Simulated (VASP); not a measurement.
Here is a VASP 6.6.1 calculation.

Contents of INCAR:

```
ALGO = Normal ; EDIFF = 1E-6
ENCUT = 520 ; GGA = PE
ISIF = 2 ; ISMEAR = -1
ISPIN = 2 ; LASPH = True
LCHARG = False ; LMAXMIX = 4
LORBIT = 11 ; LREAL = False
LWAVE = False ; MAGMOM = 1
NBANDS = 15 ; NELM = 150
PREC = Accurate ; SIGMA = 0.05
```

Contents of KPOINTS:

```
k-points
0
Gamma
  13 13 13
```

The input POSCAR:

```
Ni
1.0
   -1.4019243406      1.4019243406      1.4019243406
    1.4019243406     -1.4019243406      1.4019243406
    1.4019243406      1.4019243406     -1.4019243406
Ni
1
Direct
    0.0000000000      0.0000000000      0.0000000000
```

Potentials or basis: VASP PAW PBE potentials, release 64 (Ni).

Launch:

```sh
$ cat potpaw_PBE.64/Ni/POTCAR > POTCAR
$ mpirun -np 1 vasp_std > vasp.out
```

Problem. What does it give for the net moment?

Solution. 0.59 μB per cell.

Problem. Estimate the pressure.

Solution. -0.4 GPa.
